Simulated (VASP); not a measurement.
# FeSi (P2_13) in VASP: further runs, part 2 of 2

VASP 6.6.1. The steps go on from the part before.

### Step 4. Single point, PBE

This run uses another cell than the first one, of 10.87 Å³/atom, 1.035 times its volume.

INCAR

```
SYSTEM = FeSi
PREC = Accurate
ENCUT = 520
EDIFF = 1E-6
ISMEAR = 0
SIGMA = 0.01
LREAL = .False.
LASPH = .True.
NELM = 80
ALGO = Normal
ISIF = 2
LWAVE = .False.
LCHARG = .False.
GGA = PE
NBANDS = 34
```

KPOINTS

```
regular mesh
0
Gamma
  8 8 8
  0 0 0
```

POSCAR

```
FeSi
1.0
    4.4300000000      0.0000000000      0.0000000000
    0.0000000000      4.4300000000      0.0000000000
    0.0000000000      0.0000000000      4.4300000000
Fe Si
4 4
Direct
    0.1365713446      0.1365713446      0.1365713446
    0.3634286554      0.8634286554      0.6365713446
    0.6365713446      0.3634286554      0.8634286554
    0.8634286554      0.6365713446      0.3634286554
    0.8409642779      0.8409642779      0.8409642779
    0.6590357221      0.1590357221      0.3409642779
    0.3409642779      0.6590357221      0.1590357221
    0.1590357221      0.3409642779      0.6590357221
```

Potentials or basis: VASP PAW PBE potentials, release 64 (Fe, Si).

Command:

```console
$ cat potpaw_PBE.64/Fe/POTCAR potpaw_PBE.64/Si/POTCAR > POTCAR
$ mpirun -np 1 vasp_std > vasp.out
```

OUTCAR:

```text
SYSTEM = FeSi
   PREC = Accurate
   ENCUT = 520
   EDIFF = 1E-6
   ISMEAR = 0
   LREAL = .False.
   LASPH = .True.
   NELM = 80
   ISIF = 2
   GGA = PE

 ion  position               nearest neighbor table
   1  0.137  0.137  0.137-   5 2.27   6 2.30   7 2.30   8 2.30   7 2.49   8 2.49   6 2.49   3 2.72
                             4 2.72   2 2.72   2 2.72   4 2.72   3 2.72
   2  0.363  0.863  0.637-   6 2.27   5 2.30   7 2.30   8 2.30   7 2.49   8 2.49   5 2.49   1 2.72
                             1 2.72   3 2.72   3 2.72   4 2.72   4 2.72
   3  0.637  0.363  0.863-   7 2.27   6 2.30   5 2.30   8 2.30   8 2.49   6 2.49   5 2.49   1 2.72
                             4 2.72   2 2.72   2 2.72   4 2.72   1 2.72
   4  0.863  0.637  0.363-   8 2.27   6 2.30   7 2.30   5 2.30   6 2.49   5 2.49   7 2.49   1 2.72
                             3 2.72   2 2.72   1 2.72   2 2.72   3 2.72
   5  0.841  0.841  0.841-   1 2.27   2 2.30   3 2.30   4 2.30   3 2.49   4 2.49   2 2.49   6 2.75
                             7 2.75   8 2.75   6 2.75   8 2.75   7 2.75
   6  0.659  0.159  0.341-   2 2.27   1 2.30   3 2.30   4 2.30   3 2.49   4 2.49   1 2.49   8 2.75
                             5 2.75   5 2.75   7 2.75   7 2.75   8 2.75
   7  0.341  0.659  0.159-   3 2.27   2 2.30   1 2.30   4 2.30   4 2.49   2 2.49   1 2.49   8 2.75
                             5 2.75   8 2.75   6 2.75   6 2.75   5 2.75
   8  0.159  0.341  0.659-   4 2.27   2 2.30   3 2.30   1 2.30   2 2.49   1 2.49   3 2.49   7 2.75
                             5 2.75   7 2.75   5 2.75   6 2.75   6 2.75

  LATTYP: Found a simple cubic cell.
 ALAT       =     4.4300000000

  Lattice vectors:

 A1 = (   4.4300000000,   0.0000000000,   0.0000000000)
 A2 = (   0.0000000000,   4.4300000000,   0.0000000000)
 A3 = (   0.0000000000,   0.0000000000,   4.4300000000)

Analysis of symmetry for initial positions (statically):
=====================================================================
 Subroutine PRICEL returns:
 Original cell was already a primitive cell.

 Routine SETGRP: Setting up the symmetry group for a
 simple cubic supercell.

 Subroutine GETGRP returns: Found 12 space group operations
 (whereof  3 operations were pure point group operations)
 out of a pool of 48 trial point group operations.

The static configuration has the point symmetry C_3 .
 The point group associated with its full space group is T   .
[... 151 lines left out ...]
   GGA     = PE    functional components
   LHFCALC =     F    Hartree Fock is set to
   AEXX    =    0.0000 exact exchange contribution
   IVDW    =     0    specifies the selected vdW correction
   LEPSILON=     F    determine dielectric tensor
   LRPA    =     F    only Hartree local field effects (RPA)
 non-spin polarized calculation
 Gauss-broadening in eV      SIGMA  =   0.01
  energy-cutoff  :      520.00
  volume of cell :       86.94
 maximum number of plane-waves:      2360
 NGX is ok and might be reduce to    36
   NGX = 17   NGY = 17   NGZ = 17

 number of electron      48.0000017 magnetization

 Free energy of the ion-electron system (eV)
  ---------------------------------------------------
  ext. energy  EPLUGINS =         0.00000000
  ---------------------------------------------------
  free energy    TOTEN  =       -58.77270865 eV

  energy without entropy =      -58.77270865  energy(sigma->0) =      -58.77270865

 E-fermi :   9.9668     XC(G=0): -12.8602

 val. band max:        9.8818344249   @ k =  -0.1250   0.3750   0.0000
 cond. band min:      10.0424724731   @ k =   0.2500   0.2500   0.0000
 fundamental gap:      0.1606380483
 Fermi energy:         9.9667524368

 k-point     1 :       0.0000    0.0000    0.0000
  band No.  band energies     occupation
      1      -3.4577      2.00000
      2       1.9392      2.00000
      3       1.9392      2.00000
      4       1.9392      2.00000
      5       4.7813      2.00000
      6       4.7813      2.00000
[... 877 lines left out ...]
     33      14.1800      0.00000
     34      14.8991      0.00000

 [... further k-points ...]
[... 5 lines left out ...]
  --------------------------------------------------------------------------------------
  -------------------------------------------------------------------------------------
  Total        1.5810300      1.5810300      1.5810300      0.0000000      0.0000000      0.0000000
  in kB       29.1366430     29.1366430     29.1366430      0.0000000      0.0000000      0.0000000
  external PRESSURE =      29.1366430 kB  Pullay stress =       0.0000000 kB

 VOLUME and BASIS-vectors are now :
 -----------------------------------------------------------------------------
  energy-cutoff  :      520.00
  volume of cell :       86.94
      direct lattice vectors                 reciprocal lattice vectors
     4.430000000  0.000000000  0.000000000     0.225733634  0.000000000  0.000000000
     0.000000000  4.430000000  0.000000000     0.000000000  0.225733634  0.000000000
     0.000000000  0.000000000  4.430000000     0.000000000  0.000000000  0.225733634

 POSITION                                       TOTAL-FORCE (eV/Angst)
 -----------------------------------------------------------------------------------
      0.60501      0.60501      0.60501         0.019563      0.019563      0.019563
      1.60999      3.82499      2.82001        -0.019563     -0.019563      0.019563
      2.82001      1.60999      3.82499         0.019563     -0.019563     -0.019563
      3.82499      2.82001      1.60999        -0.019563      0.019563     -0.019563
      3.72547      3.72547      3.72547         0.001102      0.001102      0.001102
      2.91953      0.70453      1.51047        -0.001102     -0.001102      0.001102
      1.51047      2.91953      0.70453         0.001102     -0.001102     -0.001102
      0.70453      1.51047      2.91953        -0.001102      0.001102     -0.001102
 -----------------------------------------------------------------------------------
    total drift:                               -0.000001     -0.000001     -0.000000

  FREE ENERGIE OF THE ION-ELECTRON SYSTEM (eV)
  ---------------------------------------------------
  free  energy   TOTEN  =       -58.7727086462 eV

  energy  without entropy=      -58.7727086462  energy(sigma->0) =      -58.77270865
```

OSZICAR:

```text
N       E                     dE             d eps       ncg     rms          rms(c)
DAV:   1     0.348325906213E+03    0.34833E+03   -0.19664E+04  3060   0.158E+03
DAV:   2    -0.358841609790E+02   -0.38421E+03   -0.36490E+03  3060   0.364E+02
DAV:   3    -0.651507315561E+02   -0.29267E+02   -0.26432E+02  3526   0.118E+02
DAV:   4    -0.666058769378E+02   -0.14551E+01   -0.14356E+01  4456   0.253E+01
DAV:   5    -0.666335242568E+02   -0.27647E-01   -0.27615E-01  4278   0.356E+00    0.325E+01
DAV:   6    -0.713428264611E+02   -0.47093E+01   -0.14584E+02  4598   0.144E+02    0.309E+01
DAV:   7    -0.589564015068E+02    0.12386E+02   -0.55630E+01  4270   0.103E+02    0.915E+00
DAV:   8    -0.588831103113E+02    0.73291E-01   -0.37638E+00  4060   0.123E+01    0.326E+00
DAV:   9    -0.587819074838E+02    0.10120E+00   -0.30808E-01  4896   0.594E+00    0.131E+00
DAV:  10    -0.587732166503E+02    0.86908E-02   -0.20790E-02  4252   0.111E+00    0.380E-01
DAV:  11    -0.587728296354E+02    0.38701E-03   -0.25176E-03  4644   0.504E-01    0.183E-01
DAV:  12    -0.587727115703E+02    0.11807E-03   -0.26145E-04  4358   0.159E-01    0.622E-02
DAV:  13    -0.587727112016E+02    0.36867E-06   -0.80626E-05  4866   0.588E-02    0.414E-02
DAV:  14    -0.587727086104E+02    0.25912E-05   -0.12536E-05  3886   0.253E-02    0.661E-03
DAV:  15    -0.587727086462E+02   -0.35798E-07   -0.10480E-06  1770   0.131E-02
   1 F= -.58772709E+02 E0= -.58772709E+02  d E =-.401984E-28
```

stdout:

```text
POSCAR found type information on POSCAR FeSi
 POSCAR found :  2 types and       8 ions
 scaLAPACK will be used
 LDA part: xc-table for (Slater+PW92), standard interpolation
 POSCAR, INCAR and KPOINTS ok, starting setup
 FFT: planning ... GRIDC
 FFT: planning ... GRID_SOFT
 FFT: planning ... GRID
 WAVECAR not read
 entering main loop
```

Wall time 2.5 min (1 thread of Intel Xeon Platinum 8488C (Sapphire Rapids), shared host); peak memory 0.25 GiB.

What came out:

| Item | Value |
| --- | --- |
| Free energy | -58.7727 eV |
| Pressure | 2.9 GPa |
| Largest force | 0.034 eV/Å |
| Band gap on the k mesh | 0.16 eV, indirect (least direct gap 0.17 eV) |

Forces on the atoms (eV/Å):
```
Fe   0.020  0.020  0.020
Fe  -0.020 -0.020  0.020
Fe   0.020 -0.020 -0.020
Fe  -0.020  0.020 -0.020
Si   0.001  0.001  0.001
Si  -0.001 -0.001  0.001
Si   0.001 -0.001 -0.001
Si  -0.001  0.001 -0.001
```

Levels at points of the mesh, in eV from the valence-band top:
```
           k point  band 20  band 21  band 22  band 23  band 24  band 25  band 26  band 27  band 28  band 29
(0.00, 0.00, 0.00)    -0.29    -0.29    -0.29    -0.05    -0.05     0.67     0.67     0.67     3.09     3.09
(0.50, 0.00, 0.00)    -1.26    -0.39    -0.39    -0.01    -0.01     0.20     0.20     1.75     1.75     2.27
(0.50, 0.50, 0.00)    -1.28    -1.03    -1.03    -0.36    -0.36     0.65     0.65     1.32     1.32     2.76
(0.50, 0.50, 0.50)    -0.74    -0.68    -0.68    -0.68    -0.68     0.50     0.50     0.50     0.50     5.72
```

A k mesh can miss the band edges. Spin polarisation is off, so any magnetic state and its effect on volume and gap are missing.

### Step 5. Summary

```tsv
task	cell	gap on the mesh (eV)	pressure (GPa)	largest force (eV/Å)
relaxation of the atoms	atoms relaxed from a = 4.380 Å, 8 atoms	0.16	11.4	-
single point	a = 4.380 Å, 8 atoms	0.16	11.5	0.04
single point	a = 4.430 Å, 8 atoms	0.16	2.9	0.03
```

Alike in all rows: level PBE; potentials or basis VASP PAW PBE potentials, release 64 (Fe, Si); no spin polarisation; k mesh 8 × 8 × 8; cutoff (eV) 520; smearing gaussian 0.01 eV.

Absolute energies hang on the potentials; compare differences alone.
